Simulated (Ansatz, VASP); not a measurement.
One calculation of BaZrO3, two programs

The input INCAR:

```
SYSTEM = BaZrO3
PREC = Accurate
ENCUT = 520
EDIFF = 1E-7
ISMEAR = 0
SIGMA = 0.02
LREAL = .False.
LASPH = .True.
NELM = 100
ALGO = Normal
ISIF = 2
LWAVE = .False.
LCHARG = .False.
GGA = PE
NBANDS = 28
```

The input KPOINTS:

```
regular mesh
0
Gamma
  6 6 6
  0 0 0
```

Contents of POSCAR:

```
BaZrO3
1.0
    4.3536161796      0.0000000000      0.0000000000
    0.0000000000      4.3536161796      0.0000000000
    0.0000000000      0.0000000000      4.3536161796
Ba Zr O
1 1 3
Direct
    0.0000000000      0.0000000000      0.0000000000
    0.5000000000      0.5000000000      0.5000000000
    0.5000000000      0.0000000000      0.5000000000
    0.5000000000      0.5000000000      0.0000000000
    0.0000000000      0.5000000000      0.5000000000
```

Input for Ansatz:

```yaml
crystal:
  lattice:
    - [4.3536161796, 0.0, 0.0]
    - [0.0, 4.3536161796, 0.0]
    - [0.0, 0.0, 4.3536161796]
  atoms:
    - { symbol: Ba, position: [0.0, 0.0, 0.0] }
    - { symbol: Zr, position: [0.5, 0.5, 0.5] }
    - { symbol: O, position: [0.5, 0.0, 0.5] }
    - { symbol: O, position: [0.5, 0.5, 0.0] }
    - { symbol: O, position: [0.0, 0.5, 0.5] }
basis:
  ecutwfc: 420
kpoints:
  mp_grid: { grid: [6, 6, 6] }
hamiltonian:
  xc: pbe
scf:
  occupations: { method: gaussian, width: 0.02 }
output:
  forces: true
  stress: true
  eigenvalues: true
  write_density: true
  write_potential: true
  elf: true
  volumetric_format: npy
```

Change from the starting cell: equal strain along all axes, cell held, atoms relaxed: +3.0 %.

Alike in both runs: task single point; functional PBE; k mesh 6 × 6 × 6; occupations gaussian, width 0.02 eV; no spin polarisation.

```csv
,VASP,Ansatz
version,VASP 6.6.1,Ansatz 0.2.0
potentials or method,"VASP PAW PBE potentials, release 64 (Ba_sv, Zr_sv, O), cutoff 520 eV","scalar-relativistic, plane waves, PAW"
valence electrons in the cell,40,40
```

Ansatz gave:

* gap on the k mesh at the Fermi level (eV): 2.96
* least direct gap on the mesh (eV): 3.26
* pressure (GPa): -10.9

Which values does VASP return?

gap on the k mesh at the Fermi level (eV): 2.92; least direct gap on the mesh (eV): 3.24; pressure (GPa): -10.2.

Spin-orbit coupling is off throughout.
